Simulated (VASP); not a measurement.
Set up this calculation in VASP 6.6.1, as the native input.

* Task: relaxation of cell and atoms
* Functional: PBE
* Potentials or basis: VASP PAW PBE potentials, release 64 (Se)
* Cutoff: 600 eV
* k mesh: 15 × 15 × 15
* Occupations: fermi-dirac, width 0.15 eV
* Spin: no spin polarisation
* Dipole correction: no
* Further INCAR settings: ALGO = Normal; EDIFF = 1e-07; IBRION = 2; EDIFFG = -0.001; NSW = 80; ISIF = 3

The structure of Se lies in POSCAR:

```
Se
1.0
    2.0024797276      1.1561322098      1.6308405143
   -2.0024797276      1.1561322098      1.6308405143
    0.0000000000     -2.3122644196      1.6308405143
Se
1
Direct
    0.0000000000      0.0000000000      0.0000000000
```

One way to write it, as run:

INCAR

```
SYSTEM = Se
ALGO = Normal
EDIFF = 1E-7
EDIFFG = -0.001
ENCUT = 600
GGA = PE
IBRION = 2
ISIF = 3
ISMEAR = -1
LASPH = .TRUE.
LCHARG = .FALSE.
LREAL = .FALSE.
LWAVE = .FALSE.
NELM = 100
NSW = 80
PREC = Accurate
SIGMA = 0.15
```

KPOINTS

```
k-points
0
G
  15 15 15
  0 0 0
```

Potentials or basis: VASP PAW PBE potentials, release 64 (Se).

The run is started by

```bash
$ cat potpaw_PBE.64/Se/POTCAR > POTCAR
$ mpirun -np 1 vasp_std > vasp.out
```

It gave:

| Property | Result |
| --- | --- |
| Relaxed volume | 22.71 Å³/atom |
| Relaxed cell | a = 2.832 Å, b = 2.832 Å, c = 2.832 Å, α = 89.99°, β = 89.99°, γ = 89.99° |
| Space group after relaxing (to 0.05 Å) | Pm-3m (No. 221) |
| Energy gained by relaxing | 0.0 meV/atom |
| Ionic steps | 15 |
| Pressure after relaxing | 0.0 GPa |
| Band gap on the k mesh | zero (band 3 reaches 7.40 eV, above the bottom of band 4 at 1.38 eV) |

Run time: 66 s on 1 thread of Intel(R) Xeon(R) 6975P-C (Granite Rapids), with other jobs on the host, peak memory 0.2 GiB.
